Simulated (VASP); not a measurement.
Write the native input for VASP 6.6.1 that does the following.

```
Task                   : single point
Functional             : r2SCAN
Potentials or basis    : VASP PAW PBE potentials, release 64 (K_sv, Cl)
Cutoff                 : 550 eV
k mesh                 : 6 × 6 × 6
Occupations            : gaussian, width 0.05 eV
Spin                   : no spin polarisation
Dipole correction      : no
Further INCAR settings : ALGO = Normal; EDIFF = 1e-06; NBANDS = 15
```

Crystal: KCl.

```
K Cl
1.0
     0.00000    3.28234    3.15610
     3.28234    0.00000    3.15610
     3.28234    3.28234    0.00000
K Cl
1 1
Direct
  0.00000 0.00000 0.00000
  0.50000 0.50000 0.50000
```

This cell differs from its parent crystal: strain +0.040 along x and y, +0.000 along z.

One way to write it, as run:

POSCAR

```
KCl
1.0
    0.0000000000      3.2823440000      3.1561000000
    3.2823440000      0.0000000000      3.1561000000
    3.2823440000      3.2823440000      0.0000000000
K Cl
1 1
Direct
    0.0000000000      0.0000000000      0.0000000000
    0.5000000000      0.5000000000      0.5000000000
```

INCAR.step1

```
PREC = Accurate ; ENCUT = 550
ISMEAR = 0 ; SIGMA = 0.05
LREAL = F ; LASPH = T
NELM = 120 ; NBANDS = 15
GGA = PE ; ALGO = Normal
EDIFF = 1E-5 ; LWAVE = T
LCHARG = F ; GGA_COMPAT = F
```

INCAR.step2

```
PREC = Accurate ; ENCUT = 550
EDIFF = 1E-6 ; ISMEAR = 0
SIGMA = 0.05 ; LREAL = F
LASPH = T ; NELM = 120
ALGO = Normal ; ISIF = 2
LWAVE = F ; LCHARG = T
METAGGA = R2SCAN ; LMIXTAU = T
LELF = T ; LVHAR = T
NBANDS = 15 ; ISTART = 1
GGA_COMPAT = F
```

KPOINTS

```
regular mesh
0
Gamma
  6 6 6
```

Potentials or basis: VASP PAW PBE potentials, release 64 (K_sv, Cl).

The run is started by

```bash
$ cat potpaw_PBE.64/K_sv/POTCAR potpaw_PBE.64/Cl/POTCAR > POTCAR
$ cp INCAR.step1 INCAR
$ mpirun -np 1 vasp_std > vasp.out
$ cp INCAR.step2 INCAR
$ mpirun -np 1 vasp_std > vasp.out
```

It gave:

* Pressure: -1.3 GPa
* Band gap on the k mesh: 5.52 eV

Caveat: the cell differs from its parent crystal (strain +0.040 along x and y, +0.000 along z); the PAW data sets were made with another functional, which shifts forces and pressure a little.

Wall time 4.9 min on 1 thread of AMD EPYC 7R13, on a shared host, peak memory 0.2 GiB.
